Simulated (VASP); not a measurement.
# Sb (I4/mmm) in VASP: a series of runs

Sb is run at these levels: PBE; tasks: single point.

Program: VASP 6.6.1. These are calculated values, not measurements. Logs are shortened: lines on timing, memory, paths and dates and some standing lists are left out, and cuts for length are marked.

## Step 1: The cell of the first run

It takes space group I4/mmm (No. 139, tetragonal). Conventional cell: a = 3.227 Å, b = 3.227 Å, c = 4.610 Å, α = 90.00°, β = 90.00°, γ = 90.00°. Within 4.2 Å of Sb (site symmetry 4/mmm) lie 12 Sb at 3.23 to 3.24 Å.

## Step 2: Single point, PBE (equal xx and yy strain of -1 %)

Contents of INCAR:

```
PREC = Accurate
ENCUT = 520
EDIFF = 1E-6
ISMEAR = -1
SIGMA = 0.05
LREAL = F
LASPH = T
NELM = 80
ALGO = Normal
ISIF = 2
LWAVE = F
LCHARG = F
GGA = PE
NBANDS = 8
```

Contents of KPOINTS:

```
Automatic mesh
0
Gamma
  12 12 12
```

Contents of POSCAR:

```
Sb
1.0
    0.0000000000      2.2819500000      2.3050000000
    2.2819500000      0.0000000000      2.3050000000
    2.2819500000      2.2819500000      0.0000000000
Sb
1
Direct
    0.0000000000      0.0000000000      0.0000000000
```

Potentials or basis: VASP PAW PBE potentials, release 64 (Sb).

The run is started by

```sh
cat potpaw_PBE.64/Sb/POTCAR > POTCAR
mpirun -np 1 vasp_std > vasp.out
```

OUTCAR:

```text
PREC = Accurate
   ENCUT = 520
   EDIFF = 1E-6
   ISMEAR = -1
   LREAL = F
   LASPH = T
   NELM = 80
   ISIF = 2
   GGA = PE

 ion  position               nearest neighbor table
   1  0.000  0.000  0.000-

  LATTYP: Found a body centered tetragonal cell.
 ALAT       =     3.2271646387
 C/A-ratio  =     1.4284985479

  Lattice vectors:

 A1 = (  -2.2819500000,   0.0000000000,   2.3050000000)
 A2 = (   2.2819500000,   0.0000000000,   2.3050000000)
 A3 = (   0.0000000000,   2.2819500000,  -2.3050000000)

Analysis of symmetry for initial positions (statically):
=====================================================================
 Subroutine PRICEL returns:
 Original cell was already a primitive cell.

 Routine SETGRP: Setting up the symmetry group for a
 body centered tetragonal supercell.

 Subroutine GETGRP returns: Found 16 space group operations
 (whereof 16 operations were pure point group operations)
 out of a pool of 16 trial point group operations.

The static configuration has the point symmetry D_4h.

Analysis of symmetry for dynamics (positions and initial velocities):
=====================================================================
 Subroutine PRICEL returns:
 Original cell was already a primitive cell.

 Routine SETGRP: Setting up the symmetry group for a
 body centered tetragonal supercell.

 Subroutine GETGRP returns: Found 16 space group operations
 (whereof 16 operations were pure point group operations)
 out of a pool of 16 trial point group operations.

The dynamic configuration has the point symmetry D_4h.

 Subroutine INISYM returns: Found 16 space group operations
 (whereof 16 operations are pure point group operations),
 and found     1 'primitive' translations

----------------------------------------------------------------------------------------

                                     Primitive cell

  volume of cell :      24.0056

  direct lattice vectors                    reciprocal lattice vectors
     0.000000000  2.281950000  2.305000000    -0.219110848  0.219110848  0.216919740
     2.281950000  0.000000000  2.305000000     0.219110848 -0.219110848  0.216919740
     2.281950000  2.281950000  0.000000000     0.219110848  0.219110848 -0.216919740

  length of vectors
     3.243504401  3.243504401  3.227164639     0.378250315  0.378250315  0.378250315

  position of ions in fractional coordinates (direct lattice)
     0.000000000  0.000000000  0.000000000

  ion indices of the primitive-cell ions
   primitive index   ion index
                 1           1

----------------------------------------------------------------------------------------

 KPOINTS: Automatic mesh

Automatic generation of k-mesh.
 Grid dimensions read from file:
 generate k-points for:   12   12   12

 Generating k-lattice:

  Cartesian coordinates                     Fractional coordinates (reciprocal lattice)
    -0.018259237  0.018259237  0.018076645     0.083333333  0.000000000  0.000000000
     0.018259237 -0.018259237  0.018076645     0.000000000  0.083333333  0.000000000
     0.018259237  0.018259237 -0.018076645    -0.000000000 -0.000000000  0.083333333

  Length of vectors
     0.031520860  0.031520860  0.031520860

  Shift w.r.t. Gamma in fractional coordinates (k-lattice)
     0.000000000  0.000000000  0.000000000

 Subroutine IBZKPT returns following result:
 ===========================================

 Found    163 irreducible k-points:

 Following reciprocal coordinates:
            Coordinates               Weight
  0.000000  0.000000  0.000000      1.000000
  0.083333 -0.000000  0.000000      8.000000
  0.166667 -0.000000  0.000000      8.000000
  0.250000 -0.000000  0.000000      8.000000
  0.333333 -0.000000  0.000000      8.000000
  0.416667 -0.000000  0.000000      8.000000
[... 16 lines left out ...]
  0.500000  0.166667  0.000000      8.000000
 -0.416667  0.166667  0.000000      8.000000
 [... further k-points ...]
   k-points           NKPTS =    163   k-points in BZ     NKDIM =    163   number of bands    NBANDS=      8
   number of dos      NEDOS =    301   number of ions     NIONS =      1
   total plane-waves  NPLWV =  13824
   dimension x,y,z NGX =    24 NGY =   24 NGZ =   24
   dimension x,y,z NGXF=    48 NGYF=   48 NGZF=   48
   ions per type =               1
   NGX,Y,Z   is equivalent  to a cutoff of  12.30, 12.30, 12.36 a.u.
   NGXF,Y,Z  is equivalent  to a cutoff of  24.60, 24.60, 24.73 a.u.
 SYSTEM =  unknown system
   PREC   = accura    normal or accurate (medium, high low for compatibility)
   ISTART =      0    job   : 0-new  1-cont  2-samecut
   ICHARG =      2    charge: 1-file 2-atom 10-const
   ISPIN  =      1    spin polarized calculation?
   LNONCOLLINEAR =      F non collinear calculations
   LSORBIT =      F    spin-orbit coupling
   LASPH  =      T    aspherical Exc in radial PAW
   ENCUT  =  520.0 eV  38.22 Ry    6.18 a.u.   6.03  6.03  6.00*2*pi/ulx,y,z
   NELM   =     80;   NELMIN=  2; NELMDL= -5     # of ELM steps
   EDIFF  = 0.1E-05   stopping-criterion for ELM
   LREAL  =      F    real-space projection
   EDIFFG = 0.1E-04   stopping-criterion for IOM
   NSW    =      0    number of steps for IOM
   IBRION =     -1    ionic relax: 0-MD 1-quasi-New 2-CG
   NFREE  =      0    steps in history (QN), initial steepest desc. (CG)
   ISIF   =      2    stress and relaxation
   ISYM   =      2    0-nonsym 1-usesym 2-fastsym
   POTIM  = 0.5000    time-step for ionic-motion
   TEBEG  =    0.0;   TEEND  =   0.0 temperature during run
   PSTRESS=    0.0 pullay stress
   NELECT =       5.0000    total number of electrons
   NUPDOWN=      -1.0000    fix difference up-down
   EMIN   =  10.00;   EMAX   =-10.00  energy-range for DOS
   EFERMI =   0.00;   METHOD = LEGACY
   ISMEAR =    -1;   SIGMA  =   0.05  broadening in eV -4-tet -1-fermi 0-gaus
   EFERMI_NEDOS =   21; number of points for ismear=-14 and -15
   IALGO  =     38    algorithm
   IMIX   =      4    mixing-type and parameters
     AMIX     =   0.40;   BMIX     =  1.00
     AMIX_MAG =   1.60;   BMIX_MAG =  1.00
  volume/ion in A,a.u.               =      24.01       162.00
  Fermi-wavevector in a.u.,A,eV,Ry     =   0.970422  1.833831 12.812852  0.941718
  Thomas-Fermi vector in A             =   2.100555
   LORBIT       =      0    0 simple, 1 ext, 2 COOP (PROOUT), +10 PAW based schemes
   GGA     = PE    functional components
   LHFCALC =     F    Hartree Fock is set to
   AEXX    =    0.0000 exact exchange contribution
   IVDW    =     0    specifies the selected vdW correction
   LEPSILON=     F    determine dielectric tensor
   LRPA    =     F    only Hartree local field effects (RPA)
 non-spin polarized calculation
  energy-cutoff  :      520.00
  volume of cell :       24.01
 maximum number of plane-waves:       658
   NGX = 13   NGY = 13   NGZ = 13

 number of electron       5.0000000 magnetization

 Free energy of the ion-electron system (eV)
  ---------------------------------------------------
  ext. energy  EPLUGINS =         0.00000000
  ---------------------------------------------------
  free energy    TOTEN  =        -3.72106036 eV

  energy without entropy =       -3.71515791  energy(sigma->0) =       -3.71810914

 E-fermi :  10.1749     XC(G=0): -10.7443

 val. band max:       10.1713347621   @ k =   0.5000   0.2500   0.0833
 cond. band min:      10.1834220409   @ k =  -0.1667   0.1667   0.0000
 fundamental gap:      0.0120872788
 Fermi energy:        10.1748891401

 k-point     1 :       0.0000    0.0000    0.0000
  band No.  band energies     occupation
      1      -3.7814      2.00000
      2      16.3113      0.00000
      3      16.3113      0.00000
      4      16.3222      0.00000
      5      20.3147      0.00000
      6      20.4029      0.00000
      7      20.4675      0.00000
      8      20.4675      0.00000

 k-point     2 :       0.0833   -0.0000    0.0000
  band No.  band energies     occupation
      1      -3.6283      2.00000
      2      14.8208      0.00000
      3      16.0774      0.00000
      4      16.0923      0.00000
      5      19.3549      0.00000
      6      20.7872      0.00000
      7      20.8226      0.00000
      8      22.4309      0.00000

 k-point     3 :       0.1667   -0.0000    0.0000
  band No.  band energies     occupation
      1      -3.1701      2.00000
      2      12.0950      0.00000
      3      15.5571      0.00000
      4      15.6173      0.00000
      5      18.9629      0.00000
      6      21.3493      0.00000
      7      21.4541      0.00000
      8      22.8843      0.00000

 k-point     4 :       0.2500   -0.0000    0.0000
  band No.  band energies     occupation
      1      -2.4124      2.00000
      2       9.3223      2.00000
      3      15.0198      0.00000
      4      15.1272      0.00000
      5      18.7626      0.00000
      6      20.8042      0.00000
      7      21.0189      0.00000
      8      22.0814      0.00000

 k-point     5 :       0.3333   -0.0000    0.0000
  band No.  band energies     occupation
      1      -1.3761      2.00000
      2       6.7756      2.00000
      3      14.5889      0.00000
      4      14.7372      0.00000
      5      18.7365      0.00000
      6      20.0601      0.00000
      7      20.2620      0.00000
      8      20.9854      0.00000

 k-point     6 :       0.4167   -0.0000    0.0000
  band No.  band energies     occupation
      1      -0.1538      2.00000
      2       4.6263      2.00000
      3      14.3157      0.00000
      4      14.4921      0.00000
      5      18.8768      0.00000
      6      19.5826      0.00000
      7      19.7567      0.00000
      8      20.1451      0.00000

 k-point     7 :       0.5000   -0.0000    0.0000
  band No.  band energies     occupation
      1       0.6482      2.00000
      2       3.5123      2.00000
      3      14.2224      0.00000
      4      14.4089      0.00000
      5      19.0273      0.00000
      6      19.4531      0.00000
      7      19.5830      0.00000
      8      19.7259      0.00000

 k-point     8 :       0.0833    0.0833    0.0000
  band No.  band energies     occupation
      1      -3.5799      2.00000
      2      15.4368      0.00000
      3      15.4368      0.00000
      4      15.5522      0.00000
      5      18.6172      0.00000
      6      21.5143      0.00000
      7      21.5143      0.00000
      8      22.0714      0.00000

 k-point     9 :       0.1667    0.0833    0.0000
  band No.  band energies     occupation
      1      -3.2260      2.00000
      2      13.0964      0.00000
      3      14.7527      0.00000
      4      15.4672      0.00000
      5      18.5188      0.00000
      6      20.7420      0.00000
      7      21.5853      0.00000
      8      22.4228      0.00000

 k-point    10 :       0.2500    0.0833    0.0000
  band No.  band energies     occupation
      1      -2.5701      2.00000
      2      10.3416      0.06878
      3      14.2078      0.00000
      4      14.9096      0.00000
      5      18.5991      0.00000
      6      20.2401      0.00000
      7      21.7822      0.00000
      8      22.4407      0.00000
[... 78 lines left out ...]
 k-point    18 :      -0.0833    0.0833    0.0000
  band No.  band energies     occupation
      1      -3.3706      2.00000
      2      13.7073      0.00000
      3      14.4121      0.00000
      4      16.3929      0.00000
      5      19.3686      0.00000
      6      20.7305      0.00000
      7      21.5335      0.00000
      8      22.6325      0.00000

 k-point    19 :       0.1667    0.1667    0.0000
  band No.  band energies     occupation
      1      -2.9764      2.00000
      2      13.7810      0.00000
      3      13.9227      0.00000
      4      13.9227      0.00000
      5      17.2046      0.00000
      6      19.0998      0.00000
      7      23.4999      0.00000
      8      23.4999      0.00000

 k-point    20 :       0.2500    0.1667    0.0000
  band No.  band energies     occupation
      1      -2.4239      2.00000
      2      11.4131      0.00000
      3      13.2800      0.00000
      4      13.6327      0.00000
      5      17.1998      0.00000
      6      18.3381      0.00000
      7      23.6632      0.00000
      8      24.0842      0.00000

 k-point    21 :       0.3333    0.1667    0.0000
  band No.  band energies     occupation
      1      -1.5781      2.00000
      2       8.8568      2.00000
      3      12.7731      0.00000
      4      12.8895      0.00000
      5      16.8782      0.00000
      6      19.4705      0.00000
      7      23.3366      0.00000
      8      23.4403      0.00000

 k-point    22 :       0.4167    0.1667    0.0000
  band No.  band energies     occupation
      1      -0.4745      2.00000
      2       6.5025      2.00000
      3      11.8697      0.00000
      4      12.7818      0.00000
      5      16.6364      0.00000
      6      21.1620      0.00000
      7      22.4667      0.00000
      8      23.3229      0.00000

 k-point    23 :       0.5000    0.1667    0.0000
  band No.  band energies     occupation
      1       0.7156      2.00000
      2       4.6193      2.00000
      3      11.1222      0.00000
      4      12.9677      0.00000
      5      16.7042      0.00000
      6      21.7698      0.00000
      7      21.9188      0.00000
      8      24.0930      0.00000

 k-point    24 :      -0.4167    0.1667    0.0000
  band No.  band energies     occupation
      1       1.0254      2.00000
      2       4.2090      2.00000
      3      10.6146      0.00030
      4      13.4387      0.00000
      5      17.0716      0.00000
      6      21.2945      0.00000
      7      21.6620      0.00000
      8      24.4583      0.00000

 [... further k-points ...]
[... 5 lines left out ...]
  --------------------------------------------------------------------------------------
  -------------------------------------------------------------------------------------
  Total        1.5885780      1.5885780      1.5757631      0.0000000     -0.0000000      0.0000000
  in kB      106.0244289    106.0244289    105.1691441      0.0000000     -0.0000000      0.0000000
  external PRESSURE =     105.7393340 kB  Pullay stress =       0.0000000 kB

 VOLUME and BASIS-vectors are now :
 -----------------------------------------------------------------------------
  energy-cutoff  :      520.00
  volume of cell :       24.01
      direct lattice vectors                 reciprocal lattice vectors
     0.000000000  2.281950000  2.305000000    -0.219110848  0.219110848  0.216919740
     2.281950000  0.000000000  2.305000000     0.219110848 -0.219110848  0.216919740
     2.281950000  2.281950000  0.000000000     0.219110848  0.219110848 -0.216919740

 POSITION                                       TOTAL-FORCE (eV/Angst)
 -----------------------------------------------------------------------------------
      0.00000      0.00000      0.00000         0.000000      0.000000     -0.000000
 -----------------------------------------------------------------------------------
    total drift:                                0.000000     -0.000000      0.000000

  FREE ENERGIE OF THE ION-ELECTRON SYSTEM (eV)
  ---------------------------------------------------
  free  energy   TOTEN  =        -3.7210603632 eV

  energy  without entropy=       -3.7151579079  energy(sigma->0) =       -3.71810914
```

It took 8 s on 1 thread of Intel Xeon Platinum 8488C (Sapphire Rapids), shared host; peak memory 0.15 GiB.

Results:

```yaml
Free_energy: -3.7211 eV
Pressure: 10.6 GPa
```

Stress tensor (GPa, compression positive):
```
10.60  0.00  0.00
 0.00 10.60  0.00
 0.00  0.00 10.52
```

Levels at points of the mesh, in eV from the Fermi level:
| k point | band 1 | band 2 | band 3 | band 4 | band 5 | band 6 |
| --- | --- | --- | --- | --- | --- | --- |
| (0.00, 0.00, 0.00) | -13.96 | 6.14 | 6.14 | 6.15 | 10.14 | 10.23 |
| (0.50, 0.00, 0.00) | -9.53 | -6.66 | 4.05 | 4.23 | 8.85 | 9.28 |
| (0.50, 0.50, 0.00) | -7.66 | -5.70 | 0.42 | 0.42 | 4.30 | 4.55 |
| (0.50, 0.00, 0.50) | -7.50 | -5.61 | 0.24 | 0.32 | 4.15 | 4.45 |

Caveat: the cell differs from its parent crystal (equal xx and yy strain of -1 %); spin-orbit coupling is left out, which moves the levels of the heavy elements.

## Step 3: Single point, PBE (equal xx and yy strain of +2 %)

Contents of INCAR:

```
PREC = Accurate ; ENCUT = 520
EDIFF = 1E-7 ; ISMEAR = -1
SIGMA = 0.05 ; LREAL = F
LASPH = T ; NELM = 100
ALGO = Normal ; ISIF = 2
LWAVE = F ; LCHARG = F
GGA = PE ; NBANDS = 8
```

KPOINTS is that of step 2.

Contents of POSCAR:

```
Sb
1.0
    0.0000000000      2.3511000000      2.3050000000
    2.3511000000      0.0000000000      2.3050000000
    2.3511000000      2.3511000000      0.0000000000
Sb
1
Direct
    0.0000000000      0.0000000000      0.0000000000
```

Potentials or basis: VASP PAW PBE potentials, release 64 (Sb).

The run is started by

```sh
cat potpaw_PBE.64/Sb/POTCAR > POTCAR
mpirun -np 1 vasp_std > vasp.out
```

Run time: 12 s. Hardware: 1 thread of Intel Xeon Platinum 8488C (Sapphire Rapids), shared host; peak memory 0.16 GiB.

Results (log left out):

| Property | Result |
| --- | --- |
| Free energy | -3.7930 eV |
| Pressure | 5.3 GPa |

Stress tensor (GPa, compression positive):
```
5.46 0.00 0.00
0.00 5.46 0.00
0.00 0.00 4.90
```

Levels at points of the mesh, in eV from the Fermi level:
```tsv
k point	band 1	band 2	band 3	band 4	band 5	band 6	band 7
(0.00, 0.00, 0.00)	-13.42	5.68	5.69	5.69	10.05	10.05	10.17
(0.50, 0.00, 0.00)	-9.35	-6.23	3.69	4.02	8.43	9.03	9.41
(0.50, 0.50, 0.00)	-7.38	-5.16	0.17	0.17	3.97	4.41	17.79
(0.50, 0.00, 0.50)	-7.65	-5.33	0.36	0.51	4.24	4.60	17.85
```

Caveat: the cell differs from its parent crystal (equal xx and yy strain of +2 %); spin-orbit coupling is left out, which moves the levels of the heavy elements.
